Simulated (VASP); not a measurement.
Wanted: the native input for a VASP 6.6.1 run.

| Property | Result |
| --- | --- |
| Task | single point |
| Functional | PBEsol |
| Potentials or basis | VASP PAW PBE potentials, release 64 (Ga_d, N) |
| Cutoff | 520 eV |
| k mesh | 8 × 8 × 4 |
| Occupations | gaussian, width 0.01 eV |
| Spin | no spin polarisation |
| Dipole correction | no |
| Further INCAR settings | ALGO = Normal; EDIFF = 1e-06; NBANDS = 26 |

The structure of GaN lies in POSCAR:

```
GaN
1.0
    3.1189231036      0.0000000000      0.0000000000
   -1.5594615518      2.7010666401      0.0000000000
    0.0000000000      0.0000000000      5.2476351250
Ga N
2 2
Direct
    0.3333333333      0.6666666667     -0.0008061560
    0.6666666667      0.3333333333      0.4991938440
    0.3333333333      0.6666666667      0.3758061560
    0.6666666667      0.3333333333      0.8758061560
```

This cell differs from its parent crystal: in-plane strain -0.02.

One way to write it, as run:

INCAR

```
PREC = Accurate ; ENCUT = 520
EDIFF = 1E-6 ; ISMEAR = 0
SIGMA = 0.01 ; LREAL = F
LASPH = T ; NELM = 60
ALGO = Normal ; ISIF = 2
LWAVE = F ; LCHARG = F
GGA = PS ; NBANDS = 26
```

KPOINTS

```
Automatic mesh
0
Gamma
  8 8 4
```

Potentials or basis: VASP PAW PBE potentials, release 64 (Ga_d, N).

Run with:

```console
$ cat potpaw_PBE.64/Ga_d/POTCAR potpaw_PBE.64/N/POTCAR > POTCAR
$ mpirun -np 1 vasp_std > vasp.out
```

It gave:

| Property | Result |
| --- | --- |
| Pressure | 5.9 GPa |
| Largest force | 0.336 eV/Å |
| Band gap on the k mesh | 1.97 eV, direct |

Caveat: the cell differs from its parent crystal (in-plane strain -0.02); the PAW data sets were made with another functional, which shifts forces and pressure a little.

Wall time 18 s on 1 thread of Intel(R) Xeon(R) 6975P-C (Granite Rapids), with other jobs on the host, peak memory 0.17 GiB.
